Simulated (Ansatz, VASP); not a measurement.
## Two plane-wave programs on Sc

The input INCAR:

```
SYSTEM = Sc
  PREC = Accurate
  ENCUT = 520
  EDIFF = 1E-6
  ISMEAR = -1
  SIGMA = 0.05
  LREAL = .False.
  LASPH = .True.
  NELM = 100
  ALGO = Fast
  ISIF = 2
  LWAVE = .False.
  LCHARG = .False.
  GGA = PE
  NBANDS = 30
```

The input KPOINTS:

```
Automatic mesh
0
Gamma
  7 7 7
  0 0 0
```

File POSCAR:

```
Sc
1.0
   -3.1286487178      3.1286487178      2.7418560249
    3.1286487178     -3.1286487178      2.7418560249
    3.1286487178      3.1286487178     -2.7418560249
Sc
4
Direct
    0.8362695100      0.6637304900      0.5000000000
    0.3362695100      0.8362695100      0.1725390200
    0.6637304900      0.1637304900      0.8274609800
    0.1637304900      0.3362695100      0.5000000000
```

The input input.yaml:

```yaml
crystal:
  lattice:
    - [-3.1286487178, 3.1286487178, 2.7418560249]
    - [3.1286487178, -3.1286487178, 2.7418560249]
    - [3.1286487178, 3.1286487178, -2.7418560249]
  atoms:
    - { symbol: Sc, position: [0.83626951, 0.66373049, 0.5] }
    - { symbol: Sc, position: [0.33626951, 0.83626951, 0.17253902] }
    - { symbol: Sc, position: [0.66373049, 0.16373049, 0.82746098] }
    - { symbol: Sc, position: [0.16373049, 0.33626951, 0.5] }
hamiltonian:
  xc: pbe
  pseudopotentials: { kind: paw }
kpoints:
  mp_grid: { grid: [7, 7, 7] }
scf:
  occupations: { method: fermi_dirac, width: 0.05 }
output:
  forces: true
  stress: true
  eigenvalues: true
```

Alike in both runs: task single point; functional PBE; k mesh 7 × 7 × 7; occupations fermi-dirac, width 0.05 eV; no spin polarisation.

|  | VASP | Ansatz |
| --- | --- | --- |
| version | VASP 6.6.1 | Ansatz 0.2.0 |
| potentials or method | VASP PAW PBE potentials, release 64 (Sc_sv) | Ansatz PAW |
| plane-wave cutoff (eV) | 520 | 420 |
| valence electrons in the cell | 44 | 44 |

|  | VASP | Ansatz | Ansatz less VASP |
| --- | --- | --- | --- |
| gap on the k mesh at the Fermi level (eV) | none | none | - |
| pressure (GPa) | -1.6 | -1.6 | -0.03 |
| traceless stress, the component that is largest in VASP (GPa) | -0.13 | -0.13 | +0.006 |

A gap of «none» marks a metal or a gap that the smearing closes.
